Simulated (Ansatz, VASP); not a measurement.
Two plane-wave programs on Ir3Rh

```
CELL_PARAMETERS angstrom
3.84034 0.00000 0.00000
0.00000 3.84034 0.00000
0.00000 0.00000 3.84034
ATOMIC_POSITIONS crystal
Ir 0.50000 0.00000 0.50000
Ir 0.00000 0.50000 0.50000
Ir 0.50000 0.50000 0.00000
Rh 0.00000 0.00000 0.00000
```

Alike in both runs: task single point; functional LDA; k mesh 10 × 10 × 10; occupations gaussian, width 0.05 eV; no spin polarisation.

|  | VASP | Ansatz |
| --- | --- | --- |
| version | VASP 6.6.1 | Ansatz 0.2.0 |
| potentials or method | VASP PAW LDA potentials, release 64 (Ir, Rh_pv), cutoff 520 eV | scalar-relativistic, plane waves, PAW |
| valence electrons in the cell | 42 | 68 |

Ansatz gave:

- pressure (GPa): -12.3

Task: Estimate VASP's values.

Result: Pressure (GPa): -10.4.

LDA's correlation is that of Perdew and Zunger in VASP and of Perdew and Wang (1992) in Ansatz. VASP's potentials hold 42 valence electrons a cell and Ansatz's 68, so a difference there can come from the potentials and not from the codes.

Spin-orbit coupling is off throughout.
